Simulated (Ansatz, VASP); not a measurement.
## Ba in VASP and in Ansatz

Contents of POSCAR:

```
Ba
1.0
   14.0000000000      0.0000000000      0.0000000000
    0.0000000000     14.4000000000      0.0000000000
    0.0000000000      0.0000000000     14.8000000000
Ba
1
Direct
    0.5000000000      0.5000000000      0.5000000000
```

INCAR.step1

```
PREC = Accurate ; ENCUT = 520
ISMEAR = -1 ; SIGMA = 0.01
LREAL = False ; LASPH = True
NELM = 150 ; ISPIN = 2
MAGMOM = 0.01 ; ISYM = 0
NBANDS = 15 ; GGA = PE
ALGO = Normal ; EDIFF = 1E-4
LWAVE = True ; LCHARG = False
```

Contents of INCAR.step2:

```
PREC = Accurate ; ENCUT = 520
EDIFF = 1E-6 ; ISMEAR = -1
SIGMA = 0.01 ; LREAL = False
LASPH = True ; NELM = 150
ALGO = Normal ; ISIF = 2
LWAVE = False ; LCHARG = False
ISPIN = 2 ; MAGMOM = 0.01
LORBIT = 11 ; METAGGA = R2SCAN
LMIXTAU = True ; ISYM = 0
NBANDS = 15 ; ISTART = 1
```

The input KPOINTS:

```
Automatic mesh
0
Gamma
  1 1 1
```

Input for Ansatz:

```yaml
crystal:
  lattice:
    - [14.0, 0.0, 0.0]
    - [0.0, 14.4, 0.0]
    - [0.0, 0.0, 14.8]
  atoms:
    - { symbol: Ba, position: [0.5, 0.5, 0.5], spin: 0.01 }
  symmetry: { detect: false, time_reversal: true }
hamiltonian:
  xc: r2scan
  pseudopotentials:
    kind: paw
    azcp:
      Ba: "pseudopotentials/Ba.paw.azcp"
basis:
  ecutwfc: 500
  fft_grid_basis: typed
kpoints:
  mp_grid: { grid: [1, 1, 1], shift: [0, 0, 0] }
magnetization:
  spin_polarized: true
scf:
  occupations: { method: fermi_dirac, width: 0.01 }
output:
  write_density: true
  write_potential: true
  elf: true
  volumetric_format: npy
```

Alike in both runs: task single point; functional r2SCAN; k mesh 1 × 1 × 1; occupations fermi-dirac, width 0.01 eV; collinear spin.

|  | VASP | Ansatz |
| --- | --- | --- |
| version | VASP 6.6.1 | Ansatz 0.2.0 |
| potentials or method | VASP PAW PBE potentials, release 64 (Ba_sv), cutoff 520 eV | plane waves (500 eV) with PAW, scalar-relativistic |
| valence electrons in the cell | 10 | 10 |

```csv
,VASP,Ansatz,Ansatz less VASP
gap on the k mesh at the Fermi level (eV),1.39,1.25,-0.133
net moment per atom (μB),0.00,0.00,0.000
```

VASP's potentials were made for PBE, not for r2SCAN. The functional is the same, so the differences come from potentials, cutoffs and numerics. Ansatz's warnings: seeded moment not kept, xc potential rough in thin density.

Spin-orbit coupling is off throughout.
